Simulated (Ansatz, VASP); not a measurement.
Os: VASP beside Ansatz

The input INCAR:

```
SYSTEM = Os
PREC = Accurate
ENCUT = 520
EDIFF = 1E-8
ISMEAR = -1
SIGMA = 0.05
LREAL = .FALSE.
LASPH = .TRUE.
NELM = 100
ALGO = Normal
ISIF = 2
LWAVE = .FALSE.
LCHARG = .FALSE.
GGA = PE
LEFG = .TRUE.
NBANDS = 15
```

The input KPOINTS:

```
Automatic mesh
0
G
  15 15 9
  0 0 0
```

Contents of POSCAR:

```
Os
1.0
    2.7789292543      0.0000000000      0.0000000000
   -1.3894646272      2.4066233296      0.0000000000
    0.0000000000      0.0000000000      4.3905273425
Os
2
Direct
    0.3333333333      0.6666666667      0.2500000000
    0.6666666667      0.3333333333      0.7500000000
```

Input for Ansatz:

```yaml
crystal:
  lattice:
    - [2.7789292543, 0.0, 0.0]
    - [-1.3894646272, 2.4066233296, 0.0]
    - [0.0, 0.0, 4.3905273425]
  atoms:
    - { symbol: Os, position: [0.3333333333, 0.6666666667, 0.25] }
    - { symbol: Os, position: [0.6666666667, 0.3333333333, 0.75] }
kpoints:
  mp_grid: { grid: [15, 15, 9] }
scf:
  occupations: { method: fermi_dirac, width: 0.05 }
hamiltonian:
  xc: pbe
  pseudopotentials: { kind: paw }
output:
  forces: true
  stress: true
  eigenvalues: true
  efg: { contact_densities: true }
```

Change from the starting cell: volume scaled by 1.05, PAW files.

Alike in both runs: task electric field gradients; functional PBE; k mesh 15 × 15 × 9; occupations fermi-dirac, width 0.05 eV; no spin polarisation.

|  | VASP | Ansatz |
| --- | --- | --- |
| version | VASP 6.6.1 | Ansatz 0.2.0 |
| potentials or method | VASP PAW PBE potentials, release 64 (Os) | PAW with Ansatz's default frozen-core files, scalar-relativistic |
| plane-wave cutoff (eV) | 520 | 420 |
| valence electrons in the cell | 16 | 32 |

|  | VASP | Ansatz | Ansatz less VASP |
| --- | --- | --- | --- |
| pressure (GPa) | -10.8 | -10.5 | +0.33 |
| traceless stress, the component that is largest in VASP (GPa) | -0.36 | -0.28 | +0.080 |
| size of Vzz on the site where it differs most (V/Å²) | 72.6 | 55.4 | -17.16 |

With one functional, cell and mesh, what is left measures potentials, basis and numerics. VASP's potentials hold 16 valence electrons a cell and Ansatz's 32, so a difference there can come from the potentials and not from the codes.

Spin-orbit coupling is off throughout.
